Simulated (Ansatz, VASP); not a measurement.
Re: VASP beside Ansatz

```
CELL_PARAMETERS angstrom
2.76639 0.00000 0.00000
-1.38319 2.39576 0.00000
0.00000 0.00000 8.93885
ATOMIC_POSITIONS crystal
Re 0.66667 0.33333 0.75000
Re 0.00000 0.00000 0.50000
Re 0.33333 0.66667 0.25000
Re 0.00000 0.00000 0.00000
```

Alike in both runs: task single point; functional PBE; k mesh 15 × 15 × 4; occupations fermi-dirac, width 0.05 eV; no spin polarisation.

|  | VASP | Ansatz |
| --- | --- | --- |
| version | VASP 6.6.1 | Ansatz 0.2.0 |
| potentials or method | VASP PAW PBE potentials, release 64 (Re) | Ansatz PAW |
| plane-wave cutoff (eV) | 520 | 420 |
| valence electrons in the cell | 28 | 60 |

Ansatz gave:

| Quantity | Value |
| --- | --- |
| gap on the k mesh at the Fermi level (eV) | none |
| pressure (GPa) | 3.4 |
| traceless stress, the component that is largest in VASP (GPa) | -0.49 |

Problem. Estimate VASP's values.

Solution. gap on the k mesh at the Fermi level (eV): none; pressure (GPa): 3.0; traceless stress, the component that is largest in VASP (GPa): -0.55.

A gap of «none» marks a metal or a gap that the smearing closes. With one functional, cell and mesh, what is left measures potentials, basis and numerics. VASP's potentials hold 28 valence electrons a cell and Ansatz's 60, so a difference there can come from the potentials and not from the codes.

Neither program's run includes spin-orbit coupling.
